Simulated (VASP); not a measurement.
# Nb (P6_3/mmc) in VASP: a series of runs

Runs on Nb. Level: PBE. Tasks: single point.

Everything below comes from runs of VASP 6.6.1. Logs are shortened: lines on timing, memory, paths and dates and some standing lists are left out, and cuts for length are marked.

**1. The cell of the first run**

Symmetry: P6_3/mmc, No. 194, hexagonal system. The conventional cell has a = 2.278 Å, b = 2.278 Å, c = 3.739 Å, α = 90.00°, β = 90.00°, γ = 120.00°. Nb (site symmetry -6m2) has 12 Nb at 2.28 to 2.29 Å within 3.0 Å.

**2. Single point, PBE**

File INCAR:

```
SYSTEM = Nb
PREC = Accurate
ENCUT = 520
EDIFF = 1E-7
ISMEAR = -1
SIGMA = 0.05
LREAL = .FALSE.
LASPH = .TRUE.
NELM = 60
ALGO = Normal
ISIF = 2
LWAVE = .FALSE.
LCHARG = .FALSE.
GGA = PE
NBANDS = 20
```

File KPOINTS:

```
regular mesh
0
G
  16 16 9
  0 0 0
```

File POSCAR:

```
Nb
1.0
    2.2778102278      0.0000000000      0.0000000000
   -1.1389051139      1.9726415223      0.0000000000
    0.0000000000      0.0000000000      3.7388271824
Nb
2
Direct
    0.3333333333      0.6666666667      0.2500000000
    0.6666666667      0.3333333333      0.7500000000
```

Potentials or basis: VASP PAW PBE potentials, release 64 (Nb_sv).

Launch:

```console
$ cat potpaw_PBE.64/Nb_sv/POTCAR > POTCAR
$ mpirun -np 1 vasp_std > vasp.out
```

OUTCAR:

```text
SYSTEM = Nb
   PREC = Accurate
   ENCUT = 520
   EDIFF = 1E-7
   ISMEAR = -1
   LREAL = .FALSE.
   LASPH = .TRUE.
   NELM = 60
   ISIF = 2
   GGA = PE

 ion  position               nearest neighbor table
   1  0.333  0.667  0.250-   2 2.29   2 2.29   2 2.29   2 2.29   2 2.29   2 2.29
   2  0.667  0.333  0.750-   1 2.29   1 2.29   1 2.29   1 2.29   1 2.29   1 2.29

  LATTYP: Found a hexagonal cell.
 ALAT       =     2.2778102278
 C/A-ratio  =     1.6414129398

  Lattice vectors:

 A1 = (   2.2778102278,   0.0000000000,   0.0000000000)
 A2 = (  -1.1389051139,   1.9726415223,   0.0000000000)
 A3 = (   0.0000000000,   0.0000000000,   3.7388271824)

Analysis of symmetry for initial positions (statically):
=====================================================================
 Subroutine PRICEL returns:
 Original cell was already a primitive cell.

 Routine SETGRP: Setting up the symmetry group for a
 hexagonal supercell.

 Subroutine GETGRP returns: Found 24 space group operations
 (whereof 12 operations were pure point group operations)
 out of a pool of 24 trial point group operations.

The static configuration has the point symmetry D_3d.
 The point group associated with its full space group is D_6h.

Analysis of symmetry for dynamics (positions and initial velocities):
=====================================================================
 Subroutine PRICEL returns:
 Original cell was already a primitive cell.

 Routine SETGRP: Setting up the symmetry group for a
 hexagonal supercell.

 Subroutine GETGRP returns: Found 24 space group operations
 (whereof 12 operations were pure point group operations)
 out of a pool of 24 trial point group operations.

The dynamic configuration has the point symmetry D_3d.
 The point group associated with its full space group is D_6h.

 Subroutine INISYM returns: Found 24 space group operations
 (whereof 12 operations are pure point group operations),
 and found     1 'primitive' translations

----------------------------------------------------------------------------------------

                                     Primitive cell

  volume of cell :      16.7997

  direct lattice vectors                    reciprocal lattice vectors
     2.277810228  0.000000000  0.000000000     0.439018136  0.253467239  0.000000000
    -1.138905114  1.972641522  0.000000000     0.000000000  0.506934478  0.000000000
     0.000000000  0.000000000  3.738827182     0.000000000  0.000000000  0.267463552

  length of vectors
     2.277810228  2.277810228  3.738827182     0.506934478  0.506934478  0.267463552

  position of ions in fractional coordinates (direct lattice)
     0.333333333  0.666666667  0.250000000
     0.666666667  0.333333333  0.750000000

  ion indices of the primitive-cell ions
   primitive index   ion index
                 1           1
                 2           2

----------------------------------------------------------------------------------------

 KPOINTS: regular mesh

Automatic generation of k-mesh.
 Grid dimensions read from file:
 generate k-points for:   16   16    9

 Generating k-lattice:

  Cartesian coordinates                     Fractional coordinates (reciprocal lattice)
     0.027438633  0.015841702  0.000000000     0.062500000  0.000000000  0.000000000
     0.000000000  0.031683405  0.000000000     0.000000000  0.062500000  0.000000000
     0.000000000  0.000000000  0.029718172     0.000000000  0.000000000  0.111111111

  Length of vectors
     0.031683405  0.031683405  0.029718172

  Shift w.r.t. Gamma in fractional coordinates (k-lattice)
     0.000000000  0.000000000  0.000000000

 Subroutine IBZKPT returns following result:
 ===========================================

 Found    150 irreducible k-points:

 Following reciprocal coordinates:
            Coordinates               Weight
  0.000000  0.000000  0.000000      1.000000
  0.062500 -0.000000  0.000000      6.000000
  0.125000 -0.000000  0.000000      6.000000
  0.187500 -0.000000  0.000000      6.000000
  0.250000 -0.000000  0.000000      6.000000
  0.312500  0.000000  0.000000      6.000000
[... 16 lines left out ...]
  0.187500  0.187500  0.000000      6.000000
  0.250000  0.187500  0.000000     12.000000
 [... further k-points ...]
   k-points           NKPTS =    150   k-points in BZ     NKDIM =    150   number of bands    NBANDS=     20
   number of dos      NEDOS =    301   number of ions     NIONS =      2
   total plane-waves  NPLWV =   9072
   dimension x,y,z NGX =    18 NGY =   18 NGZ =   28
   dimension x,y,z NGXF=    36 NGYF=   36 NGZF=   56
   ions per type =               2
   NGX,Y,Z   is equivalent  to a cutoff of  13.14, 13.14, 12.45 a.u.
   NGXF,Y,Z  is equivalent  to a cutoff of  26.27, 26.27, 24.90 a.u.
 SYSTEM =  Nb
   PREC   = accura    normal or accurate (medium, high low for compatibility)
   ISTART =      0    job   : 0-new  1-cont  2-samecut
   ICHARG =      2    charge: 1-file 2-atom 10-const
   ISPIN  =      1    spin polarized calculation?
   LNONCOLLINEAR =      F non collinear calculations
   LSORBIT =      F    spin-orbit coupling
   LASPH  =      T    aspherical Exc in radial PAW
   ENCUT  =  520.0 eV  38.22 Ry    6.18 a.u.   4.24  4.24  6.95*2*pi/ulx,y,z
   NELM   =     60;   NELMIN=  2; NELMDL= -5     # of ELM steps
   EDIFF  = 0.1E-06   stopping-criterion for ELM
   LREAL  =      F    real-space projection
   EDIFFG = 0.1E-05   stopping-criterion for IOM
   NSW    =      0    number of steps for IOM
   IBRION =     -1    ionic relax: 0-MD 1-quasi-New 2-CG
   NFREE  =      0    steps in history (QN), initial steepest desc. (CG)
   ISIF   =      2    stress and relaxation
   ISYM   =      2    0-nonsym 1-usesym 2-fastsym
   POTIM  = 0.5000    time-step for ionic-motion
   TEBEG  =    0.0;   TEEND  =   0.0 temperature during run
   PSTRESS=    0.0 pullay stress
   NELECT =      26.0000    total number of electrons
   NUPDOWN=      -1.0000    fix difference up-down
   EMIN   =  10.00;   EMAX   =-10.00  energy-range for DOS
   EFERMI =   0.00;   METHOD = LEGACY
   ISMEAR =    -1;   SIGMA  =   0.05  broadening in eV -4-tet -1-fermi 0-gaus
   EFERMI_NEDOS =   21; number of points for ismear=-14 and -15
   IALGO  =     38    algorithm
   IMIX   =      4    mixing-type and parameters
     AMIX     =   0.40;   BMIX     =  1.00
     AMIX_MAG =   1.60;   BMIX_MAG =  1.00
  volume/ion in A,a.u.               =       8.40        56.68
  Fermi-wavevector in a.u.,A,eV,Ry     =   1.893647  3.578473 48.789092  3.585897
  Thomas-Fermi vector in A             =   2.934292
   LORBIT       =      0    0 simple, 1 ext, 2 COOP (PROOUT), +10 PAW based schemes
   GGA     = PE    functional components
   LHFCALC =     F    Hartree Fock is set to
   AEXX    =    0.0000 exact exchange contribution
   IVDW    =     0    specifies the selected vdW correction
   LEPSILON=     F    determine dielectric tensor
   LRPA    =     F    only Hartree local field effects (RPA)
 non-spin polarized calculation
  energy-cutoff  :      520.00
  volume of cell :       16.80
 maximum number of plane-waves:       470
 NGX is ok and might be reduce to    18

 number of electron      26.0000001 magnetization

 Free energy of the ion-electron system (eV)
  ---------------------------------------------------
  ext. energy  EPLUGINS =         0.00000000
  ---------------------------------------------------
  free energy    TOTEN  =        -1.42058644 eV

  energy without entropy =       -1.41216088  energy(sigma->0) =       -1.41637366

 E-fermi :  26.7665     XC(G=0): -17.0196

 val. band max:       26.7653211960   @ k =   0.1250  -0.0000   0.0000
 cond. band min:      26.7670379552   @ k =   0.1875   0.0625   0.3333
 fundamental gap:      0.0017167593
 Fermi energy:        26.7664913093

 k-point     1 :       0.0000    0.0000    0.0000
  band No.  band energies     occupation
      1     -31.3070      2.00000
      2     -28.2187      2.00000
      3     -10.4734      2.00000
      4      -1.7720      2.00000
      5      -1.7720      2.00000
      6      -0.6490      2.00000
[... 12 lines left out ...]
     19      34.6983      0.00000
     20      35.7418      0.00000

 k-point     2 :       0.0625   -0.0000    0.0000
  band No.  band energies     occupation
      1     -31.2231      2.00000
      2     -28.1666      2.00000
      3     -10.3764      2.00000
      4      -2.1714      2.00000
      5      -1.8947      2.00000
      6      -0.9026      2.00000
[... 12 lines left out ...]
     19      35.0613      0.00000
     20      38.2621      0.00000

 k-point     3 :       0.1250   -0.0000    0.0000
  band No.  band energies     occupation
      1     -30.9764      2.00000
      2     -28.0177      2.00000
      3     -10.0892      2.00000
      4      -3.2345      2.00000
      5      -2.2178      2.00000
      6      -1.8065      2.00000
[... 12 lines left out ...]
     19      35.8875      0.00000
     20      41.2085      0.00000

 k-point     4 :       0.1875   -0.0000    0.0000
  band No.  band energies     occupation
      1     -30.5821      2.00000
      2     -27.7949      2.00000
      3      -9.6234      2.00000
      4      -4.6735      2.00000
      5      -3.0786      2.00000
      6      -2.6506      2.00000
[... 12 lines left out ...]
     19      36.7752      0.00000
     20      43.2941      0.00000

 k-point     5 :       0.2500   -0.0000    0.0000
  band No.  band energies     occupation
      1     -30.0681      2.00000
      2     -27.5374      2.00000
      3      -9.0010      2.00000
      4      -6.2076      2.00000
      5      -4.4928      2.00000
      6      -3.1085      2.00000
[... 12 lines left out ...]
     19      37.4893      0.00000
     20      42.6516      0.00000

 k-point     6 :       0.3125    0.0000    0.0000
  band No.  band energies     occupation
      1     -29.4799      2.00000
      2     -27.3009      2.00000
      3      -8.2588      2.00000
      4      -7.6152      2.00000
      5      -5.8529      2.00000
      6      -3.5258      2.00000
[... 12 lines left out ...]
     19      37.9581      0.00000
     20      41.0959      0.00000

 k-point     7 :       0.3750   -0.0000    0.0000
  band No.  band energies     occupation
      1     -28.8870      2.00000
      2     -27.1468      2.00000
      3      -8.7292      2.00000
      4      -7.4628      2.00000
      5      -6.9912      2.00000
      6      -3.8549      2.00000
[... 12 lines left out ...]
     19      38.2160      0.00000
     20      39.7743      0.00000
[... 277 lines left out ...]
 k-point    20 :       0.3125    0.1250    0.0000
  band No.  band energies     occupation
      1     -28.7194      2.00000
      2     -27.1030      2.00000
      3      -8.4960      2.00000
      4      -7.2261      2.00000
      5      -7.0719      2.00000
      6      -4.5229      2.00000
[... 12 lines left out ...]
     19      40.6133      0.00000
     20      41.7495      0.00000

 k-point    21 :       0.3750    0.1250    0.0000
  band No.  band energies     occupation
      1     -28.2448      2.00000
      2     -27.0859      2.00000
      3      -9.1745      2.00000
      4      -7.5915      2.00000
      5      -6.5115      2.00000
      6      -4.9135      2.00000
[... 12 lines left out ...]
     19      41.0030      0.00000
     20      42.8821      0.00000

 k-point    22 :       0.4375    0.1250    0.0000
  band No.  band energies     occupation
      1     -28.0391      2.00000
      2     -27.1141      2.00000
      3      -9.4093      2.00000
      4      -7.7782      2.00000
      5      -6.1759      2.00000
      6      -5.0458      2.00000
[... 12 lines left out ...]
     19      40.7449      0.00000
     20      43.7307      0.00000

 k-point    23 :       0.1875    0.1875    0.0000
  band No.  band energies     occupation
      1     -29.3457      2.00000
      2     -27.2454      2.00000
      3      -8.0841      2.00000
      4      -6.8633      2.00000
      5      -6.5897      2.00000
      6      -3.7873      2.00000
[... 12 lines left out ...]
     19      37.7272      0.00000
     20      44.7464      0.00000

 k-point    24 :       0.2500    0.1875    0.0000
  band No.  band energies     occupation
      1     -28.7952      2.00000
      2     -27.1032      2.00000
      3      -7.7947      2.00000
      4      -7.3345      2.00000
      5      -7.1865      2.00000
      6      -4.5835      2.00000
[... 12 lines left out ...]
     19      40.5585      0.00000
     20      44.1743      0.00000

 [... further k-points ...]
[... 5 lines left out ...]
  --------------------------------------------------------------------------------------
  -------------------------------------------------------------------------------------
  Total       56.3664314     56.3664314     56.5357290     -0.0000000      0.0000000      0.0000000
  in kB     5375.6380861   5375.6380862   5391.7839116     -0.0000000      0.0000000      0.0000000
  external PRESSURE =    5381.0200280 kB  Pullay stress =       0.0000000 kB

 VOLUME and BASIS-vectors are now :
 -----------------------------------------------------------------------------
  energy-cutoff  :      520.00
  volume of cell :       16.80
      direct lattice vectors                 reciprocal lattice vectors
     2.277810228  0.000000000  0.000000000     0.439018136  0.253467239  0.000000000
    -1.138905114  1.972641522  0.000000000     0.000000000  0.506934478  0.000000000
     0.000000000  0.000000000  3.738827182     0.000000000  0.000000000  0.267463552

 POSITION                                       TOTAL-FORCE (eV/Angst)
 -----------------------------------------------------------------------------------
     -0.00000      1.31509      0.93471        -0.000000     -0.000000      0.000000
      1.13891      0.65755      2.80412         0.000000      0.000000      0.000000
 -----------------------------------------------------------------------------------
    total drift:                               -0.000000      0.000000     -0.000000

  FREE ENERGIE OF THE ION-ELECTRON SYSTEM (eV)
  ---------------------------------------------------
  free  energy   TOTEN  =        -1.4205864371 eV

  energy  without entropy=       -1.4121608846  energy(sigma->0) =       -1.41637366
```

Run time: 62 s. Hardware: 1 thread of Intel Xeon Platinum 8259CL at 2.50GHz (Skylake/Cascade Lake), shared host; peak memory 0.16 GiB.

What came out:

```yaml
Free_energy: -1.4206 eV
Pressure: 538.1 GPa
Band_gap_on_the_k_mesh: zero (band 13 reaches 28.47 eV, above the bottom of band 14 at 24.86 eV)
```

**3. Single point, PBE (volume scaled by 0.45)**

File INCAR:

```
  PREC = Accurate
  ENCUT = 520
  EDIFF = 1E-6
  ISMEAR = -1
  SIGMA = 0.05
  LREAL = False
  LASPH = True
  NELM = 100
  ALGO = Normal
  ISIF = 2
  LWAVE = False
  LCHARG = False
  GGA = PE
  NBANDS = 20
```

File KPOINTS:

```
regular mesh
0
Gamma
  16 16 9
```

POSCAR is that of step 2.

Potentials or basis: VASP PAW PBE potentials, release 64 (Nb_sv).

Launch:

```console
$ cat potpaw_PBE.64/Nb_sv/POTCAR > POTCAR
$ mpirun -np 1 vasp_std > vasp.out
```

OUTCAR:

```text
PREC = Accurate
   ENCUT = 520
   EDIFF = 1E-6
   ISMEAR = -1
   LREAL = False
   LASPH = True
   NELM = 100
   ISIF = 2
   GGA = PE

 ion  position               nearest neighbor table
   1  0.333  0.667  0.250-   2 2.29   2 2.29   2 2.29   2 2.29   2 2.29   2 2.29
   2  0.667  0.333  0.750-   1 2.29   1 2.29   1 2.29   1 2.29   1 2.29   1 2.29

  LATTYP: Found a hexagonal cell.
 ALAT       =     2.2778102278
 C/A-ratio  =     1.6414129398

  Lattice vectors:

 A1 = (   2.2778102278,   0.0000000000,   0.0000000000)
[... 191 lines left out ...]
      4      -1.7721      2.00000
      5      -1.7721      2.00000
      6      -0.6490      2.00000
[... 541 lines left out ...]
     19      40.5585      0.00000
     20      44.1743      0.00000

 [... further k-points ...]
[... 5 lines left out ...]
  --------------------------------------------------------------------------------------
  -------------------------------------------------------------------------------------
  Total       56.3658309     56.3658309     56.5351011     -0.0000000     -0.0000000      0.0000000
  in kB     5375.5808157   5375.5808159   5391.7240292     -0.0000000     -0.0000000      0.0000000
  external PRESSURE =    5380.9618869 kB  Pullay stress =       0.0000000 kB

 VOLUME and BASIS-vectors are now :
 -----------------------------------------------------------------------------
  energy-cutoff  :      520.00
  volume of cell :       16.80
      direct lattice vectors                 reciprocal lattice vectors
     2.277810228  0.000000000  0.000000000     0.439018136  0.253467239  0.000000000
    -1.138905114  1.972641522  0.000000000     0.000000000  0.506934478  0.000000000
     0.000000000  0.000000000  3.738827182     0.000000000  0.000000000  0.267463552

 POSITION                                       TOTAL-FORCE (eV/Angst)
 -----------------------------------------------------------------------------------
     -0.00000      1.31509      0.93471        -0.000000      0.000000      0.000000
      1.13891      0.65755      2.80412         0.000000     -0.000000      0.000000
 -----------------------------------------------------------------------------------
    total drift:                               -0.000000      0.000000     -0.000000

  FREE ENERGIE OF THE ION-ELECTRON SYSTEM (eV)
  ---------------------------------------------------
  free  energy   TOTEN  =        -1.4205863688 eV

  energy  without entropy=       -1.4121608279  energy(sigma->0) =       -1.41637360
```

OSZICAR:

```text
N       E                     dE             d eps       ncg     rms          rms(c)
DAV:   1     0.370232342427E+03    0.37023E+03   -0.15003E+04  6016   0.152E+03
DAV:   2     0.214900024479E+02   -0.34874E+03   -0.34005E+03  6196   0.611E+02
DAV:   3    -0.343485812964E+00   -0.21833E+02   -0.20782E+02 11140   0.125E+02
DAV:   4    -0.131109370940E+01   -0.96761E+00   -0.92993E+00  8264   0.211E+01
DAV:   5    -0.135392628500E+01   -0.42833E-01   -0.42394E-01  9264   0.402E+00    0.389E+01
DAV:   6    -0.124260081734E+01    0.11133E+00   -0.56386E-01 11476   0.664E+00    0.200E+01
DAV:   7    -0.138476710178E+01   -0.14217E+00   -0.57836E-01 11492   0.596E+00    0.230E+00
DAV:   8    -0.142013404167E+01   -0.35367E-01   -0.11309E-01  7044   0.353E+00    0.711E-01
DAV:   9    -0.142035155941E+01   -0.21752E-03   -0.96935E-03  8876   0.989E-01    0.242E-01
DAV:  10    -0.142061368724E+01   -0.26213E-03   -0.10184E-03  8652   0.396E-01    0.779E-02
DAV:  11    -0.142057985743E+01    0.33830E-04   -0.85504E-05  7428   0.939E-02    0.501E-03
DAV:  12    -0.142058593130E+01   -0.60739E-05   -0.26286E-05 11740   0.410E-02    0.150E-02
DAV:  13    -0.142058636877E+01   -0.43747E-06   -0.53309E-07  4928   0.859E-03
   1 F= -.14205864E+01 E0= -.14163736E+01  d E =-.842554E-02
```

It took 57 s on 1 thread of Intel Xeon Platinum 8259CL at 2.50GHz (Skylake/Cascade Lake), shared host; peak memory 0.16 GiB.

Results:

- Free energy: -1.4206 eV
- Pressure: 538.1 GPa
- Band gap on the k mesh: zero (band 13 reaches 28.47 eV, above the bottom of band 14 at 24.86 eV)

Stress tensor (GPa, compression positive):
```
537.56   0.00   0.00
  0.00 537.56   0.00
  0.00   0.00 539.17
```

Levels at points of the mesh, in eV from the Fermi level:
| k point | band 11 | band 12 | band 13 | band 14 | band 15 | band 16 |
| --- | --- | --- | --- | --- | --- | --- |
| (0.00, 0.00, 0.00) | -2.32 | -1.98 | -1.98 | -0.01 | -0.01 | 2.10 |
| (0.50, 0.00, 0.00) | -5.99 | -2.61 | 0.91 | 2.26 | 4.34 | 11.01 |

[end of part 1 of 2]
